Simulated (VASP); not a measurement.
# SiC (P6_3mc) in VASP: a series of runs, part 2 of 2

VASP 6.6.1. The steps go on from the part before.

## Step 3: Relaxation of cell and atoms, r2SCAN

This run uses another cell than the first one, of 10.32 Å³/atom, 0.994 times its volume.

Input file POSCAR:

```
SiC
1.0
    3.0735139282      0.0000000000      0.0000000000
   -1.5367569641      2.6617411407      0.0000000000
    0.0000000000      0.0000000000      5.0452477100
Si C
2 2
Direct
    0.3333333300      0.6666666700      0.4996024000
    0.6666666700      0.3333333300      0.9996024000
    0.3333333300      0.6666666700      0.8753976000
    0.6666666700      0.3333333300      0.3753976000
```

Input file INCAR.step1:

```
SYSTEM = SiC
  PREC = Accurate
  ENCUT = 600
  ISMEAR = 0
  SIGMA = 0.02
  LREAL = .FALSE.
  LASPH = .TRUE.
  NELM = 80
  GGA = PE
  ALGO = Normal
  EDIFF = 1E-4
  LWAVE = .TRUE.
  LCHARG = .FALSE.
```

Input file INCAR.step2:

```
SYSTEM = SiC
  PREC = Accurate
  ENCUT = 600
  EDIFF = 1E-7
  ISMEAR = 0
  SIGMA = 0.02
  LREAL = .FALSE.
  LASPH = .TRUE.
  NELM = 80
  ALGO = Normal
  ISIF = 3
  LWAVE = .FALSE.
  LCHARG = .FALSE.
  METAGGA = R2SCAN
  LMIXTAU = .TRUE.
  IBRION = 2
  NSW = 100
  EDIFFG = -0.005
  ISTART = 1
```

Input file KPOINTS:

```
Automatic mesh
0
G
  12 12 6
  0 0 0
```

Potentials or basis: VASP PAW PBE potentials, release 64 (Si, C).

Started as:

```console
cat potpaw_PBE.64/Si/POTCAR potpaw_PBE.64/C/POTCAR > POTCAR
cp INCAR.step1 INCAR
mpirun -np 1 vasp_std > vasp.out
cp INCAR.step2 INCAR
mpirun -np 1 vasp_std > vasp.out
```

OUTCAR:

```text
SYSTEM = SiC
   PREC = Accurate
   ENCUT = 600
   EDIFF = 1E-7
   ISMEAR = 0
   LREAL = .FALSE.
   LASPH = .TRUE.
   NELM = 80
   ISIF = 3
   METAGGA = R2SCAN
   IBRION = 2
   NSW = 100
   EDIFFG = -0.005
   ISTART = 1

 ion  position               nearest neighbor table
   1  0.333  0.667  0.500-   4 1.88   4 1.88   4 1.88   3 1.90   2 3.08   2 3.08   2 3.08   2 3.08
                             2 3.08   2 3.08
   2  0.667  0.333  1.000-   3 1.88   3 1.88   3 1.88   4 1.90   1 3.08   1 3.08   1 3.08   1 3.08
                             1 3.08   1 3.08
   3  0.333  0.667  0.875-   2 1.88   2 1.88   2 1.88   1 1.90
   4  0.667  0.333  0.375-   1 1.88   1 1.88   1 1.88   2 1.90

  LATTYP: Found a hexagonal cell.
 ALAT       =     3.0735139282
 C/A-ratio  =     1.6415242709

  Lattice vectors:

 A1 = (   3.0735139282,   0.0000000000,   0.0000000000)
 A2 = (  -1.5367569641,   2.6617411407,   0.0000000000)
 A3 = (   0.0000000000,   0.0000000000,   5.0452477100)

Analysis of symmetry for initial positions (statically):
=====================================================================
 Subroutine PRICEL returns:
 Original cell was already a primitive cell.

 Routine SETGRP: Setting up the symmetry group for a
 hexagonal supercell.

 Subroutine GETGRP returns: Found 12 space group operations
 (whereof  6 operations were pure point group operations)
 out of a pool of 24 trial point group operations.

The static configuration has the point symmetry C_3v.
 The point group associated with its full space group is C_6v.

Analysis of symmetry for dynamics (positions and initial velocities):
=====================================================================
 Subroutine PRICEL returns:
 Original cell was already a primitive cell.

 Routine SETGRP: Setting up the symmetry group for a
 hexagonal supercell.

 Subroutine GETGRP returns: Found 12 space group operations
 (whereof  6 operations were pure point group operations)
 out of a pool of 24 trial point group operations.

The dynamic configuration has the point symmetry C_3v.
 The point group associated with its full space group is C_6v.

 Subroutine INISYM returns: Found 12 space group operations
 (whereof  6 operations are pure point group operations),
 and found     1 'primitive' translations
[... 131 lines left out ...]
 non-spin polarized calculation
 Gauss-broadening in eV      SIGMA  =   0.02
  energy-cutoff  :      600.00
  volume of cell :       41.27
 maximum number of plane-waves:      1398
 NGX is ok and might be reduce to    28
   NGX = 13   NGY = 13   NGZ = 21

 number of electron      16.0000001 magnetization

 Free energy of the ion-electron system (eV)
  ---------------------------------------------------
  ext. energy  EPLUGINS =         0.00000000
  ---------------------------------------------------
  free energy    TOTEN  =       -38.64183629 eV

  energy without entropy =      -38.64183629  energy(sigma->0) =      -38.64183629

 E-fermi :   8.3193     XC(G=0): -11.9368

 val. band max:        8.1649247706   @ k =   0.0000   0.0000   0.0000
 cond. band min:      10.8215215420   @ k =   0.3333   0.3333   0.0000
 fundamental gap:      2.6565967714
 Fermi energy:         8.3192972556

 k-point     1 :       0.0000    0.0000    0.0000
  band No.  band energies     occupation
      1      -8.2040      2.00000
      2      -4.5703      2.00000
      3      -0.8374      2.00000
      4       6.7787      2.00000
      5       6.7787      2.00000
      6       8.0509      2.00000
      7       8.1649      2.00000
      8       8.1649      2.00000
      9      13.5608      0.00000
     10      14.9599      0.00000
     11      15.3678      0.00000
     12      15.3678      0.00000
[... 331 lines left out ...]
 k-point    24 :       0.3333   -0.0000    0.1667
  band No.  band energies     occupation
      1      -6.1620      2.00000
      2      -3.5799      2.00000
      3       0.5653      2.00000
      4       2.3260      2.00000
      5       3.1753      2.00000
      6       5.1786      2.00000
      7       6.5002      2.00000
      8       7.0058      2.00000
      9      12.0242      0.00000
     10      13.1339      0.00000
     11      15.5929      0.00000
     12      16.5774      0.00000

 [... further k-points ...]
[... 5 lines left out ...]
  --------------------------------------------------------------------------------------
  -------------------------------------------------------------------------------------
  Total        0.0118738      0.0118738      0.0145573      0.0000000      0.0000000      0.0000000
  in kB        0.4609090      0.4609090      0.5650775      0.0000000      0.0000000      0.0000000
  external PRESSURE =       0.4956318 kB  Pullay stress =       0.0000000 kB

 VOLUME and BASIS-vectors are now :
 -----------------------------------------------------------------------------
  energy-cutoff  :      600.00
  volume of cell :       41.27
      direct lattice vectors                 reciprocal lattice vectors
     3.073513928  0.000000000  0.000000000     0.325360491  0.187846967  0.000000000
    -1.536756964  2.661741141  0.000000000     0.000000000  0.375693934  0.000000000
     0.000000000  0.000000000  5.045247710     0.000000000  0.000000000  0.198206324

 POSITION                                       TOTAL-FORCE (eV/Angst)
 -----------------------------------------------------------------------------------
     -0.00000      1.77449      2.52062         0.000000      0.000000     -0.000501
      1.53676      0.88725      5.04324         0.000000     -0.000000     -0.000501
     -0.00000      1.77449      4.41660        -0.000000      0.000000      0.000501
      1.53676      0.88725      1.89397         0.000000     -0.000000      0.000501
 -----------------------------------------------------------------------------------
    total drift:                                0.000001     -0.000000      0.000378

  FREE ENERGIE OF THE ION-ELECTRON SYSTEM (eV)
  ---------------------------------------------------
  free  energy   TOTEN  =       -38.6418362884 eV

  energy  without entropy=      -38.6418362884  energy(sigma->0) =      -38.64183629

 reached required accuracy - stopping structural energy minimisation
```

Run time: 3.1 min. Hardware: 1 thread of Intel Xeon Platinum 8488C (Sapphire Rapids), shared host; peak memory 0.19 GiB.

What came out:

```yaml
Free_energy: -38.6418 eV
Pressure_after_relaxing: 0.0 GPa
Band_gap_on_the_k_mesh: 2.66 eV, indirect (least direct gap 4.49 eV)
```

Final structure:
```
Si C
1.0
     3.07351    0.00000    0.00000
    -1.53676    2.66174    0.00000
     0.00000    0.00000    5.04525
Si C
2 2
Direct
  0.33333 0.66667 0.49960
  0.66667 0.33333 0.99960
  0.33333 0.66667 0.87540
  0.66667 0.33333 0.37540
```

Caveat: the relaxation stopped at its first step, so nothing moved; the PAW data sets were made with another functional, which shifts forces and pressure a little.
